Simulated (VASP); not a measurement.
A run of VASP 6.6.1:

Contents of INCAR:

```
SYSTEM = Sn
ALGO = Fast ; EDIFF = 1E-6
ENCUT = 520 ; GGA = PE
ISIF = 2 ; ISMEAR = 0
LASPH = .TRUE. ; LCHARG = .FALSE.
LREAL = .FALSE. ; LWAVE = .FALSE.
NBANDS = 21 ; NELM = 60
PREC = Accurate ; SIGMA = 0.15
```

File KPOINTS:

```
k-points
0
G
  14 14 14
  0 0 0
```

Contents of POSCAR:

```
Sn
1.0
    0.0000000000      2.8352927563      4.2529391345
    2.8352927563      0.0000000000      4.2529391345
    2.8352927563      2.8352927563      0.0000000000
Sn
2
Direct
    0.5000000000      0.5000000000      0.5000000000
    0.7500000000      0.7500000000      0.7500000000
```

Potentials or basis: VASP PAW PBE potentials, release 64 (Sn_d).

The run is started by

```console
$ cat potpaw_PBE.64/Sn_d/POTCAR > POTCAR
$ mpirun -np 1 vasp_std > vasp.out
```

Hardware: 1 thread of Intel(R) Xeon(R) Platinum 8259CL CPU @ 2.50GHz (Skylake/Cascade Lake) (shared host).

**Question.** Estimate the wall time of this run.

**Answer.** Wall time 4.6 min on 1 thread of Intel(R) Xeon(R) Platinum 8259CL CPU @ 2.50GHz (Skylake/Cascade Lake), with other jobs on the host, peak memory 0.41 GiB. Counts: scf iterations 12, k points 244.
